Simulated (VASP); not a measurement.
# LaZn (Pm-3m) in VASP: a series of runs

The runs below take LaZn through single point, relaxation of cell and atoms, with LDA.

Program: VASP 6.6.1. These are calculated values, not measurements. Logs are shortened: lines on timing, memory, paths and dates and some standing lists are left out, and cuts for length are marked.

### 1 The cell of the first run

Symmetry: Pm-3m, No. 221, cubic system. Conventional cell: a = 3.644 Å, b = 3.644 Å, c = 3.644 Å, α = 90.00°, β = 90.00°, γ = 90.00°. Within 4.2 Å of La (site symmetry m-3m) lie 8 Zn at 3.16 Å and 6 La at 3.64 Å. Zn (site symmetry m-3m) has 8 La at 3.16 Å and 6 Zn at 3.64 Å within 4.2 Å.

### 2 Single point, LDA

INCAR

```
ALGO = Normal ; EDIFF = 1E-7
ENCUT = 520 ; ISIF = 2
ISMEAR = -1 ; LASPH = T
LCHARG = F ; LREAL = F
LWAVE = F ; NBANDS = 18
NELM = 100 ; PREC = Accurate
SIGMA = 0.05
```

KPOINTS

```
k-points
0
Gamma
  12 12 12
```

POSCAR

```
LaZn
1.0
    3.6440950151      0.0000000000      0.0000000000
    0.0000000000      3.6440950151      0.0000000000
    0.0000000000      0.0000000000      3.6440950151
La Zn
1 1
Direct
    0.5000000000      0.5000000000      0.5000000000
    0.0000000000      0.0000000000      0.0000000000
```

Potentials or basis: VASP PAW LDA potentials, release 64 (La, Zn).

Run with:

```bash
$ cat potpaw_LDA.64/La/POTCAR potpaw_LDA.64/Zn/POTCAR > POTCAR
$ mpirun -np 1 vasp_std > vasp.out
```

OUTCAR:

```text
EDIFF = 1E-7
   ENCUT = 520
   ISIF = 2
   ISMEAR = -1
   LASPH = T
   LREAL = F
   NELM = 100
   PREC = Accurate

 ion  position               nearest neighbor table
   1  0.500  0.500  0.500-   2 3.16   2 3.16   2 3.16   2 3.16   2 3.16   2 3.16   2 3.16   2 3.16

   2  0.000  0.000  0.000-   1 3.16   1 3.16   1 3.16   1 3.16   1 3.16   1 3.16   1 3.16   1 3.16

  LATTYP: Found a simple cubic cell.
 ALAT       =     3.6440950151

  Lattice vectors:

 A1 = (   3.6440950151,   0.0000000000,   0.0000000000)
 A2 = (   0.0000000000,   3.6440950151,   0.0000000000)
 A3 = (   0.0000000000,   0.0000000000,   3.6440950151)

Analysis of symmetry for initial positions (statically):
=====================================================================
 Subroutine PRICEL returns:
 Original cell was already a primitive cell.

 Routine SETGRP: Setting up the symmetry group for a
 simple cubic supercell.

 Subroutine GETGRP returns: Found 48 space group operations
 (whereof 48 operations were pure point group operations)
 out of a pool of 48 trial point group operations.

The static configuration has the point symmetry O_h .

Analysis of symmetry for dynamics (positions and initial velocities):
=====================================================================
 Subroutine PRICEL returns:
 Original cell was already a primitive cell.

 Routine SETGRP: Setting up the symmetry group for a
 simple cubic supercell.

 Subroutine GETGRP returns: Found 48 space group operations
 (whereof 48 operations were pure point group operations)
 out of a pool of 48 trial point group operations.

The dynamic configuration has the point symmetry O_h .

 Subroutine INISYM returns: Found 48 space group operations
 (whereof 48 operations are pure point group operations),
 and found     1 'primitive' translations

----------------------------------------------------------------------------------------

                                     Primitive cell

  volume of cell :      48.3915

  direct lattice vectors                    reciprocal lattice vectors
     3.644095015  0.000000000  0.000000000     0.274416555  0.000000000  0.000000000
     0.000000000  3.644095015  0.000000000     0.000000000  0.274416555  0.000000000
     0.000000000  0.000000000  3.644095015     0.000000000  0.000000000  0.274416555

  length of vectors
     3.644095015  3.644095015  3.644095015     0.274416555  0.274416555  0.274416555

  position of ions in fractional coordinates (direct lattice)
     0.500000000  0.500000000  0.500000000
[... 77 lines left out ...]
   NELM   =    100;   NELMIN=  2; NELMDL= -5     # of ELM steps
   EDIFF  = 0.1E-06   stopping-criterion for ELM
   LREAL  =      F    real-space projection
   EDIFFG = 0.1E-05   stopping-criterion for IOM
   NSW    =      0    number of steps for IOM
   IBRION =     -1    ionic relax: 0-MD 1-quasi-New 2-CG
   NFREE  =      0    steps in history (QN), initial steepest desc. (CG)
   ISIF   =      2    stress and relaxation
   ISYM   =      2    0-nonsym 1-usesym 2-fastsym
   POTIM  = 0.5000    time-step for ionic-motion
   TEBEG  =    0.0;   TEEND  =   0.0 temperature during run
   PSTRESS=    0.0 pullay stress
   NELECT =      23.0000    total number of electrons
   NUPDOWN=      -1.0000    fix difference up-down
   EMIN   =  10.00;   EMAX   =-10.00  energy-range for DOS
   EFERMI =   0.00;   METHOD = LEGACY
   ISMEAR =    -1;   SIGMA  =   0.05  broadening in eV -4-tet -1-fermi 0-gaus
   EFERMI_NEDOS =   21; number of points for ismear=-14 and -15
   IALGO  =     38    algorithm
   IMIX   =      4    mixing-type and parameters
     AMIX     =   0.40;   BMIX     =  1.00
     AMIX_MAG =   1.60;   BMIX_MAG =  1.00
  volume/ion in A,a.u.               =      24.20       163.28
  Fermi-wavevector in a.u.,A,eV,Ry     =   1.277599  2.414311 22.208220  1.632258
  Thomas-Fermi vector in A             =   2.410189
   LORBIT       =      0    0 simple, 1 ext, 2 COOP (PROOUT), +10 PAW based schemes
   GGA     = CA    functional components
   LHFCALC =     F    Hartree Fock is set to
   AEXX    =    0.0000 exact exchange contribution
   IVDW    =     0    specifies the selected vdW correction
   LEPSILON=     F    determine dielectric tensor
   LRPA    =     F    only Hartree local field effects (RPA)
 non-spin polarized calculation
  energy-cutoff  :      520.00
  volume of cell :       48.39
 maximum number of plane-waves:      1332
 NGX is ok and might be reduce to    28
   NGX = 13   NGY = 13   NGZ = 13

 number of electron      22.9999972 magnetization

 Free energy of the ion-electron system (eV)
  ---------------------------------------------------
  ext. energy  EPLUGINS =         0.00000000
  ---------------------------------------------------
  free energy    TOTEN  =        -8.00939233 eV

  energy without entropy =       -7.99684219  energy(sigma->0) =       -8.00311726

 E-fermi :   6.7799     XC(G=0): -10.7618

 val. band max:        6.7727164543   @ k =   0.4167   0.0000   0.0000
 cond. band min:       6.8146707381   @ k =   0.3333   0.0833   0.0833
 fundamental gap:      0.0419542838
 Fermi energy:         6.7799333726

 k-point     1 :       0.0000    0.0000    0.0000
  band No.  band energies     occupation
      1     -25.7491      2.00000
      2      -9.0697      2.00000
      3      -9.0697      2.00000
      4      -9.0697      2.00000
      5      -0.4961      2.00000
      6      -0.4961      2.00000
[... 481 lines left out ...]
      5      -0.4300      2.00000
      6      -0.4145      2.00000
[... 10 lines left out ...]
     17       8.9548      0.00000
     18       9.0711      0.00000

 [... further k-points ...]

------------------------ aborting loop because EDIFF is reached ----------------------------------------

  FORCE on cell =-STRESS in cart. coord.  units (eV):
  Direction    XX          YY          ZZ          XY          YZ          ZX
  --------------------------------------------------------------------------------------
  -------------------------------------------------------------------------------------
  Total        0.0146131      0.0146131      0.0146131     -0.0000000      0.0000000     -0.0000000
  in kB        0.4838211      0.4838211      0.4838211     -0.0000000      0.0000000     -0.0000000
  external PRESSURE =       0.4838211 kB  Pullay stress =       0.0000000 kB

 VOLUME and BASIS-vectors are now :
 -----------------------------------------------------------------------------
  energy-cutoff  :      520.00
  volume of cell :       48.39
      direct lattice vectors                 reciprocal lattice vectors
     3.644095015  0.000000000  0.000000000     0.274416555  0.000000000  0.000000000
     0.000000000  3.644095015  0.000000000     0.000000000  0.274416555  0.000000000
     0.000000000  0.000000000  3.644095015     0.000000000  0.000000000  0.274416555

 POSITION                                       TOTAL-FORCE (eV/Angst)
 -----------------------------------------------------------------------------------
      1.82205      1.82205      1.82205         0.000000      0.000000      0.000000
      0.00000      0.00000      0.00000         0.000000      0.000000      0.000000
 -----------------------------------------------------------------------------------
    total drift:                                0.000000      0.000000      0.000000

  FREE ENERGIE OF THE ION-ELECTRON SYSTEM (eV)
  ---------------------------------------------------
  free  energy   TOTEN  =        -8.0093923315 eV

  energy  without entropy=       -7.9968421949  energy(sigma->0) =       -8.00311726
```

stdout:

```text
POSCAR found type information on POSCAR LaZn
 POSCAR found :  2 types and       2 ions
 scaLAPACK will be used
 LDA part: xc-table for (Slater(with rela. corr.)+CA(PZ))
 , standard interpolation
 POSCAR, INCAR and KPOINTS ok, starting setup
 FFT: planning ... GRIDC
 FFT: planning ... GRID_SOFT
 FFT: planning ... GRID
 WAVECAR not read
 entering main loop
```

It took 2 min on 1 thread of AMD EPYC 7R13, shared host; peak memory 0.19 GiB.

What came out:

```yaml
Free_energy: -8.0094 eV
Pressure: 0.0 GPa
Band_gap_on_the_k_mesh: zero (an odd number of electrons rules out a gap without spin polarisation)
```

Caveat: spin-orbit coupling is left out, which moves the levels of the heavy elements.

### 3 Relaxation of cell and atoms, LDA

This run uses another cell than the first one, of 26.37 Å³/atom.

INCAR

```
SYSTEM = LaZn
ALGO     = Normal         ! electronic algorithm
EDIFF    = 1E-6           ! SCF threshold, eV
EDIFFG   = -0.002         ! ionic threshold
ENCUT    = 600            ! plane-wave cutoff, eV
IBRION   = 2              ! ionic algorithm
ISIF     = 3              ! what is computed and relaxed
ISMEAR   = -1             ! smearing method
LASPH    = .TRUE.         ! aspherical terms in the spheres
LCHARG   = .FALSE.        ! write CHGCAR
LREAL    = .FALSE.        ! projectors in reciprocal space
LWAVE    = .FALSE.        ! write WAVECAR
NELM     = 80             ! most SCF steps
NSW      = 100            ! ionic steps
PREC     = Accurate       ! precision mode
SIGMA    = 0.05           ! smearing width, eV
```

KPOINTS

```
k-points
0
G
  12 12 12
  0 0 0
```

POSCAR

```
LaZn
1.0
    3.7500000000      0.0000000000      0.0000000000
    0.0000000000      3.7500000000      0.0000000000
    0.0000000000      0.0000000000      3.7500000000
La Zn
1 1
Direct
    0.5000000000      0.5000000000      0.5000000000
    0.0000000000      0.0000000000      0.0000000000
```

Potentials or basis: VASP PAW LDA potentials, release 64 (La, Zn).

Run with:

```bash
$ cat potpaw_LDA.64/La/POTCAR potpaw_LDA.64/Zn/POTCAR > POTCAR
$ mpirun -np 1 vasp_std > vasp.out
```

Wall time 6.9 min (1 thread of AMD EPYC 7R13, shared host); peak memory 0.22 GiB.

Results (log left out):

```
Free energy                           : -8.0100 eV
Relaxed volume                        : 24.21 Å³/atom
Relaxed cell                          : a = 3.645 Å, b = 3.645 Å, c = 3.645 Å, α = 90.00°, β = 90.00°, γ = 90.00°
Space group after relaxing (to 0.1 Å) : Pm-3m (No. 221)
Energy gained by relaxing             : 30.1 meV/atom
Ionic steps                           : 6
Pressure after relaxing               : 0.0 GPa
Band gap on the k mesh                : zero (an odd number of electrons rules out a gap without spin polarisation)
```

Step by step:
```
step  energy change (eV)  largest force (eV/Å)  pressure (GPa)  volume (Å³)
   1              0.0000                0.0000           -4.21        52.73
   2             -0.0576                0.0000            1.03        47.62
   3             -0.0601                0.0000           -0.03        48.44
   4             -0.0601                0.0000            0.10        48.35
   5             -0.0601                0.0000           -0.04        48.46
   6             -0.0601                0.0000           -0.01        48.43
```

Final structure:
```xyz
2
Lattice="3.6450 0.0000 0.0000 0.0000 3.6450 0.0000 0.0000 0.0000 3.6450" Properties=species:S:1:pos:R:3 pbc="T T T"
La    1.8225    1.8225    1.8225
Zn    0.0000    0.0000    0.0000
```

Levels at points of the mesh, in eV from the Fermi level:
| k point | band 8 | band 9 | band 10 | band 11 | band 12 | band 13 | band 14 | band 15 |
| --- | --- | --- | --- | --- | --- | --- | --- | --- |
| (0.00, 0.00, 0.00) | -7.10 | -7.10 | -6.24 | -0.48 | -0.48 | 1.79 | 1.79 | 1.79 |
| (0.50, 0.00, 0.00) | -7.09 | -7.05 | -3.22 | -2.62 | 0.04 | 1.19 | 1.19 | 1.61 |
| (0.50, 0.50, 0.00) | -7.19 | -6.97 | -4.47 | 0.42 | 0.60 | 0.60 | 1.73 | 1.94 |
| (0.50, 0.50, 0.50) | -6.96 | -6.96 | -2.33 | -2.33 | -2.33 | -1.66 | 1.98 | 1.98 |

Caveat: spin-orbit coupling is left out, which moves the levels of the heavy elements.
